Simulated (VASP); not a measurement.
# ZnH4C4O4 (C2) in VASP: single point with r2SCAN

Aim: the single point of ZnH4C4O4 with r2SCAN.

Program: VASP 6.6.1. These are calculated values, not measurements. Logs are shortened: lines on timing, memory, paths and dates and some standing lists are left out, and cuts for length are marked.

### 1 The cell of the first run

The structure is monoclinic, space group C2 (No. 5). The conventional cell has a = 7.691 Å, b = 6.068 Å, c = 6.340 Å, α = 90.00°, β = 108.51°, γ = 90.00°. Zn (site symmetry 2) has 4 O at 1.97 Å within 2.6 Å. Within 1.7 Å of O (site symmetry 1) lie 1 C at 1.28 Å. Within 1.7 Å of O (site symmetry 1) lie 1 C at 1.28 Å. C (site symmetry 1) has 2 H at 0.99 to 1.08 Å within 1.3 Å. C (site symmetry 1) has 2 O at 1.28 Å and 1 C at 1.53 Å within 1.7 Å. Within 1.3 Å of H (site symmetry 1) lie 1 C at 0.99 Å. H (site symmetry 1) has 1 C at 1.08 Å within 1.5 Å.

### 2 Single point, r2SCAN

POSCAR

```
ZnH4C4O4
1.0
    3.8454720000      3.0339430000      0.0000000000
    3.8454720000     -3.0339430000      0.0000000000
    2.0128680000      0.0000000000     -6.0123410000
Zn O C H
1 4 4 4
Direct
    0.9956000000      0.0044000000      0.0000000000
    0.8061000000      0.2007000000      0.7488000000
    0.7993000000      0.1939000000      0.2512000000
    0.4096000000      0.0128000000      0.9029000000
    0.9872000000      0.5904000000      0.0971000000
    0.3920000000      0.4140000000      0.5863000000
    0.5860000000      0.6080000000      0.4137000000
    0.5435000000      0.1941000000      0.7576000000
    0.8059000000      0.4565000000      0.2424000000
    0.2310000000      0.5380000000      0.6679000000
    0.4620000000      0.7690000000      0.3321000000
    0.2995410000      0.3019580000      0.5017400000
    0.6980420000      0.7004590000      0.4982600000
```

INCAR.step1

```
PREC     = Accurate       # precision mode
ENCUT    = 520            # plane-wave cutoff, eV
ISMEAR   = -1             # smearing method
SIGMA    = 0.1            # smearing width, eV
LREAL    = F              # projectors in reciprocal space
LASPH    = T              # aspherical terms in the spheres
NELM     = 60             # most SCF steps
NBANDS   = 40             # bands
GGA      = PE             # functional
ALGO     = Normal         # electronic algorithm
EDIFF    = 1E-4           # SCF threshold, eV
LWAVE    = T              # write WAVECAR
LCHARG   = F              # write CHGCAR
```

INCAR.step2

```
PREC     = Accurate       # precision mode
ENCUT    = 520            # plane-wave cutoff, eV
EDIFF    = 1E-6           # SCF threshold, eV
ISMEAR   = -1             # smearing method
SIGMA    = 0.1            # smearing width, eV
LREAL    = F              # projectors in reciprocal space
LASPH    = T              # aspherical terms in the spheres
NELM     = 60             # most SCF steps
ALGO     = Normal         # electronic algorithm
ISIF     = 2              # what is computed and relaxed
LWAVE    = F              # write WAVECAR
LCHARG   = T              # write CHGCAR
METAGGA  = R2SCAN         # meta-GGA
LMIXTAU  = T            
LELF     = T              # ELF
LVHAR    = T            
NBANDS   = 40             # bands
ISTART   = 1
```

KPOINTS

```
regular mesh
0
Gamma
  4 4 4
```

Potentials or basis: VASP PAW PBE potentials, release 64 (Zn, O, C, H).

On the command line:

```sh
$ cat potpaw_PBE.64/Zn/POTCAR potpaw_PBE.64/O/POTCAR potpaw_PBE.64/C/POTCAR potpaw_PBE.64/H/POTCAR > POTCAR
$ cp INCAR.step1 INCAR
$ mpirun -np 1 vasp_std > vasp.out
$ cp INCAR.step2 INCAR
$ mpirun -np 1 vasp_std > vasp.out
```

OUTCAR:

```text
PREC = Accurate
   ENCUT = 520
   EDIFF = 1E-6
   ISMEAR = -1
   LREAL = F
   LASPH = T
   NELM = 60
   ISIF = 2
   METAGGA = R2SCAN
   ISTART = 1

 ion  position               nearest neighbor table
   1  0.996  0.004  0.000-   2 1.97   3 1.97   4 1.97   5 1.97
   2  0.806  0.201  0.749-   8 1.28   1 1.97
   3  0.799  0.194  0.251-   9 1.28   1 1.97
   4  0.410  0.013  0.903-   8 1.28   1 1.97
   5  0.987  0.590  0.097-   9 1.28   1 1.97
   6  0.392  0.414  0.586-  10 0.99  12 1.08   8 1.53   7 1.55
   7  0.586  0.608  0.414-  11 0.99  13 1.08   9 1.53   6 1.55
   8  0.544  0.194  0.758-   4 1.28   2 1.28   6 1.53
   9  0.806  0.456  0.242-   5 1.28   3 1.28   7 1.53
  10  0.231  0.538  0.668-   6 0.99
  11  0.462  0.769  0.332-   7 0.99
  12  0.300  0.302  0.502-   6 1.08
  13  0.698  0.700  0.498-   7 1.08

  LATTYP: Found a base centered monoclinic cell.
 ALAT       =     7.6909440000
 B/A-ratio  =     0.7889650477
 C/A-ratio  =     0.8243900462
 COS(beta)  =    -0.3174701572

  Lattice vectors:

 A1 = (  -3.8454720000,  -3.0339430000,   0.0000000000)
 A2 = (  -3.8454720000,   3.0339430000,   0.0000000000)
 A3 = (   2.0128680000,   0.0000000000,  -6.0123410000)

Analysis of symmetry for initial positions (statically):
=====================================================================
 Subroutine PRICEL returns:
 Original cell was already a primitive cell.

 Routine SETGRP: Setting up the symmetry group for a
 base centered monoclinic supercell.

 Subroutine GETGRP returns: Found  2 space group operations
 (whereof  2 operations were pure point group operations)
 out of a pool of  4 trial point group operations.

The static configuration has the point symmetry C_2 .

Analysis of symmetry for dynamics (positions and initial velocities):
=====================================================================
 Subroutine PRICEL returns:
 Original cell was already a primitive cell.

 Routine SETGRP: Setting up the symmetry group for a
 base centered monoclinic supercell.

 Subroutine GETGRP returns: Found  2 space group operations
 (whereof  2 operations were pure point group operations)
 out of a pool of  4 trial point group operations.

The dynamic configuration has the point symmetry C_2 .

 Subroutine INISYM returns: Found  2 space group operations
 (whereof  2 operations are pure point group operations),
 and found     1 'primitive' translations

----------------------------------------------------------------------------------------

                                     Primitive cell

  volume of cell :     140.2913

  direct lattice vectors                    reciprocal lattice vectors
     3.845472000  3.033943000  0.000000000     0.130023050  0.164802041  0.043530338
     3.845472000 -3.033943000  0.000000000     0.130023050 -0.164802041  0.043530338
     2.012868000  0.000000000 -6.012341000     0.000000000  0.000000000 -0.166324565

  length of vectors
     4.898210391  4.898210391  6.340337679     0.214384227  0.214384227  0.166324565

  position of ions in fractional coordinates (direct lattice)
     0.995600000  0.004400000  0.000000000
     0.806100000  0.200700000  0.748800000
     0.799300000  0.193900000  0.251200000
     0.409600000  0.012800000  0.902900000
     0.987200000  0.590400000  0.097100000
     0.392000000  0.414000000  0.586300000
     0.586000000  0.608000000  0.413700000
     0.543500000  0.194100000  0.757600000
     0.805900000  0.456500000  0.242400000
     0.231000000  0.538000000  0.667900000
     0.462000000  0.769000000  0.332100000
     0.299541000  0.301958000  0.501740000
     0.698042000  0.700459000  0.498260000

  ion indices of the primitive-cell ions
   primitive index   ion index
                 1           1
                 2           2
                 3           3
                 4           4
                 5           5
                 6           6
                 7           7
                 8           8
                 9           9
                10          10
                11          11
                12          12
                13          13

----------------------------------------------------------------------------------------

 KPOINTS: regular mesh

Automatic generation of k-mesh.
 Grid dimensions read from file:
 generate k-points for:    4    4    4

 Generating k-lattice:

  Cartesian coordinates                     Fractional coordinates (reciprocal lattice)
     0.032505763  0.041200510  0.010882585     0.250000000 -0.000000000  0.000000000
     0.032505763 -0.041200510  0.010882585    -0.000000000  0.250000000  0.000000000
     0.000000000  0.000000000 -0.041581141     0.000000000  0.000000000  0.250000000

  Length of vectors
     0.053596057  0.053596057  0.041581141

  Shift w.r.t. Gamma in fractional coordinates (k-lattice)
     0.000000000  0.000000000  0.000000000

 Subroutine IBZKPT returns following result:
 ===========================================

 Found     24 irreducible k-points:

 Following reciprocal coordinates:
            Coordinates               Weight
  0.000000  0.000000  0.000000      1.000000
  0.250000 -0.000000  0.000000      4.000000
  0.500000 -0.000000  0.000000      2.000000
  0.250000  0.250000 -0.000000      2.000000
  0.500000  0.250000 -0.000000      4.000000
 -0.250000  0.250000  0.000000      2.000000
[... 16 lines left out ...]
 -0.250000  0.250000  0.500000      2.000000
  0.500000  0.500000  0.500000      1.000000
   k-points           NKPTS =     24   k-points in BZ     NKDIM =     24   number of bands    NBANDS=     40
   number of dos      NEDOS =    301   number of ions     NIONS =     13
   total plane-waves  NPLWV =  62208
   dimension x,y,z NGX =    36 NGY =   36 NGZ =   48
   dimension x,y,z NGXF=    72 NGYF=   72 NGZF=   96
   ions per type =               1   4   4   4
   NGX,Y,Z   is equivalent  to a cutoff of  12.22, 12.22, 12.59 a.u.
   NGXF,Y,Z  is equivalent  to a cutoff of  24.44, 24.44, 25.17 a.u.
 SYSTEM =  unknown system
   PREC   = accura    normal or accurate (medium, high low for compatibility)
   ISTART =      1    job   : 0-new  1-cont  2-samecut
   ICHARG =      0    charge: 1-file 2-atom 10-const
   ISPIN  =      1    spin polarized calculation?
   LNONCOLLINEAR =      F non collinear calculations
   LSORBIT =      F    spin-orbit coupling
   LASPH  =      T    aspherical Exc in radial PAW
   ENCUT  =  520.0 eV  38.22 Ry    6.18 a.u.   9.11  9.11 11.79*2*pi/ulx,y,z
   NELM   =     60;   NELMIN=  2; NELMDL=  0     # of ELM steps
   EDIFF  = 0.1E-05   stopping-criterion for ELM
   LREAL  =      F    real-space projection
   EDIFFG = 0.1E-04   stopping-criterion for IOM
   NSW    =      0    number of steps for IOM
   IBRION =     -1    ionic relax: 0-MD 1-quasi-New 2-CG
   NFREE  =      0    steps in history (QN), initial steepest desc. (CG)
   ISIF   =      2    stress and relaxation
   ISYM   =      2    0-nonsym 1-usesym 2-fastsym
   POTIM  = 0.5000    time-step for ionic-motion
   TEBEG  =    0.0;   TEEND  =   0.0 temperature during run
   PSTRESS=    0.0 pullay stress
   NELECT =      56.0000    total number of electrons
   NUPDOWN=      -1.0000    fix difference up-down
   EMIN   =  10.00;   EMAX   =-10.00  energy-range for DOS
   EFERMI =   0.00;   METHOD = LEGACY
   ISMEAR =    -1;   SIGMA  =   0.10  broadening in eV -4-tet -1-fermi 0-gaus
   EFERMI_NEDOS =   21; number of points for ismear=-14 and -15
   IALGO  =     38    algorithm
   IMIX   =      4    mixing-type and parameters
     AMIX     =   0.40;   BMIX     =  1.00
     AMIX_MAG =   1.60;   BMIX_MAG =  1.00
  volume/ion in A,a.u.               =      10.79        72.83
  Fermi-wavevector in a.u.,A,eV,Ry     =   1.205389  2.277855 19.768762  1.452963
  Thomas-Fermi vector in A             =   2.341087
   LORBIT       =      0    0 simple, 1 ext, 2 COOP (PROOUT), +10 PAW based schemes
   METAGGA = R2SCAN    functional components
   LHFCALC =     F    Hartree Fock is set to
   AEXX    =    0.0000 exact exchange contribution
   IVDW    =     0    specifies the selected vdW correction
   LEPSILON=     F    determine dielectric tensor
   LRPA    =     F    only Hartree local field effects (RPA)
 non-spin polarized calculation
  energy-cutoff  :      520.00
  volume of cell :      140.29
 maximum number of plane-waves:      3798
   NGX = 19   NGY = 19   NGZ = 23

 number of electron      56.0000008 magnetization

 Free energy of the ion-electron system (eV)
  ---------------------------------------------------
  ext. energy  EPLUGINS =         0.00000000
  ---------------------------------------------------
  free energy    TOTEN  =       -96.28182673 eV

  energy without entropy =      -96.28182673  energy(sigma->0) =      -96.28182673

 E-fermi :   0.4979     XC(G=0):  -8.8548

 val. band max:       -1.8726329252   @ k =   0.5000   0.5000  -0.0000
 cond. band min:       3.6682854069   @ k =   0.2500  -0.0000   0.2500
 fundamental gap:      5.5409183321
 Fermi energy:         0.4978942118

 k-point     1 :       0.0000    0.0000    0.0000
  band No.  band energies     occupation
      1     -23.7067      2.00000
      2     -23.5088      2.00000
      3     -21.2221      2.00000
      4     -21.1438      2.00000
      5     -15.8936      2.00000
      6     -12.9656      2.00000
[... 32 lines left out ...]
     39      10.3927      0.00000
     40      10.4285      0.00000

 k-point     2 :       0.2500   -0.0000    0.0000
  band No.  band energies     occupation
      1     -23.6762      2.00000
      2     -23.5175      2.00000
      3     -21.2327      2.00000
      4     -21.1660      2.00000
      5     -15.9040      2.00000
      6     -13.0033      2.00000
[... 939 lines left out ...]
  band No.  band energies     occupation
      1     -23.6046      2.00000
      2     -23.5186      2.00000
      3     -21.2684      2.00000
      4     -21.2371      2.00000
      5     -15.8872      2.00000
      6     -13.1816      2.00000
[... 32 lines left out ...]
     39       9.9982      0.00000
     40      10.3334      0.00000

------------------------ aborting loop because EDIFF is reached ----------------------------------------

  FORCE on cell =-STRESS in cart. coord.  units (eV):
  Direction    XX          YY          ZZ          XY          YZ          ZX
  --------------------------------------------------------------------------------------
  -------------------------------------------------------------------------------------
  Total       -2.9695914      3.9079078     -0.5505389      0.0000000      0.0000000     -1.3380015
  in kB      -33.9138118     44.6297264     -6.2873540      0.0000000      0.0000000    -15.2804628
  external PRESSURE =       1.4761869 kB  Pullay stress =       0.0000000 kB

 VOLUME and BASIS-vectors are now :
 -----------------------------------------------------------------------------
  energy-cutoff  :      520.00
  volume of cell :      140.29
      direct lattice vectors                 reciprocal lattice vectors
     3.845472000  3.033943000  0.000000000     0.130023050  0.164802041  0.043530338
     3.845472000 -3.033943000  0.000000000     0.130023050 -0.164802041  0.043530338
     2.012868000  0.000000000 -6.012341000     0.000000000  0.000000000 -0.166324565

 POSITION                                       TOTAL-FORCE (eV/Angst)
 -----------------------------------------------------------------------------------
      3.84547      3.00724      0.00000         0.000000     -0.022112      0.000000
      5.37886      1.83675     -4.50204        -0.570362     -0.332676     -0.264512
      4.32496      1.83675     -1.51030         0.570362     -0.332676      0.264512
      3.44175      1.20387     -5.42854         0.215310     -0.126854      0.161970
      6.26207      1.20387     -0.58380        -0.215310     -0.126854     -0.161970
      4.27959     -0.06675     -3.52504         0.656198      4.033255      2.194346
      5.42422     -0.06675     -2.48731        -0.656198      4.033255     -2.194346
      4.36137      1.06006     -4.55495         0.216835      0.084190      0.229468
      5.34244      1.06006     -1.45739        -0.216835      0.084190     -0.229468
      4.30156     -0.93142     -4.01564        -0.017417     -3.714491     -2.251606
      5.40225     -0.93142     -1.99670         0.017417     -3.714491      2.251606
      3.32298     -0.00733     -3.01663        -0.264003      0.067632      0.005196
      6.38083     -0.00733     -2.99571         0.264003      0.067632     -0.005196
 -----------------------------------------------------------------------------------
    total drift:                                0.000000      0.009044     -0.000000

  FREE ENERGIE OF THE ION-ELECTRON SYSTEM (eV)
  ---------------------------------------------------
  free  energy   TOTEN  =       -96.2818267275 eV

  energy  without entropy=      -96.2818267274  energy(sigma->0) =      -96.28182673
```

It took 9 min on 1 thread of Intel Xeon 8259CL, shared host; peak memory 0.33 GiB.

Results:

```yaml
Free_energy: -96.2818 eV
Pressure: 0.1 GPa
Largest_force: 4.638 eV/Å
Band_gap_on_the_k_mesh: 5.54 eV (least direct gap 5.73 eV)
```

Forces in eV/Å, atoms in the order of the input:
```
Zn   0.000 -0.022  0.000
O   -0.570 -0.333 -0.265
O    0.570 -0.333  0.265
O    0.215 -0.127  0.162
O   -0.215 -0.127 -0.162
C    0.656  4.033  2.194
C   -0.656  4.033 -2.194
C    0.217  0.084  0.229
C   -0.217  0.084 -0.229
H   -0.017 -3.714 -2.252
H    0.017 -3.714  2.252
H   -0.264  0.068  0.005
H    0.264  0.068 -0.005
```

Levels at points of the mesh, in eV from the valence-band top:
```csv
k point,band 25,band 26,band 27,band 28,band 29,band 30,band 31,band 32
"(0.00, 0.00, 0.00)",-0.86,-0.45,-0.32,-0.29,5.61,5.81,5.83,9.17
"(0.50, 0.00, 0.00)",-0.77,-0.47,-0.20,-0.15,5.62,6.10,7.12,8.06
"(0.50, 0.50, 0.00)",-0.72,-0.60,-0.04,0.00,6.02,6.26,7.27,8.71
"(0.00, 0.00, 0.50)",-0.75,-0.39,-0.29,-0.21,5.55,5.86,6.67,7.46
"(0.50, 0.00, 0.50)",-0.89,-0.54,-0.25,-0.09,5.64,6.03,7.26,8.34
"(0.50, 0.50, 0.50)",-0.73,-0.54,-0.13,-0.10,6.02,6.26,7.60,8.67
```

Caveat: the PAW data sets were made with another functional, which shifts forces and pressure a little. r2SCAN opens gaps a little over a GGA but as a rule still falls short of measured ones.
